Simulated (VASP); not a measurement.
Sc: electric field gradients with PBE

Sc:

```xyz
2
Lattice="3.3194 0.0000 0.0000 -1.6597 2.8747 0.0000 0.0000 0.0000 5.1679" Properties=species:S:1:pos:R:3 pbc="T T T"
Sc    0.0000    1.9164    1.2920
Sc    1.6597    0.9582    3.8759
```

| Item | Value |
| --- | --- |
| Program | VASP 6.6.1 |
| Task | electric field gradients |
| Functional | PBE |
| Potentials or basis | VASP PAW PBE potentials, release 64 (Sc_sv) |
| Cutoff | 520 eV |
| k mesh | 15 × 15 × 8 |
| Occupations | fermi-dirac, width 0.05 eV |
| Spin | no spin polarisation |
| Dipole correction | no |
| Further INCAR settings | ALGO = Normal; EDIFF = 1e-08; NBANDS = 18 |

| Quantity | Value |
| --- | --- |
| Pressure | 0.0 GPa |
| Band gap on the k mesh | zero (band 11 reaches 4.66 eV, above the bottom of band 12 at 3.18 eV) |

Levels at points of the mesh, in eV from the Fermi level:
| k point | band 8 | band 9 | band 10 | band 11 | band 12 | band 13 | band 14 | band 15 |
| --- | --- | --- | --- | --- | --- | --- | --- | --- |
| (0.00, 0.00, 0.00) | -27.81 | -5.13 | -1.63 | 0.61 | 1.59 | 1.59 | 1.85 | 2.04 |
| (0.00, 0.00, 0.50) | -27.87 | -3.58 | -3.58 | 0.98 | 0.98 | 1.50 | 1.50 | 1.50 |

Electric field gradients, principal values (V/Å²):
```csv
atom,least,middle,greatest (by size)
1 Sc,-6.998,-7.000,13.998
2 Sc,-6.998,-7.000,13.998
```

It took 2.1 min on 1 thread of Intel Xeon 6975P-C (shared host), peak memory 0.25 GiB.

Caveat: without QUAD_EFG the Cq values of the log hold for a quadrupole moment of 1 mb, not for the nuclei.
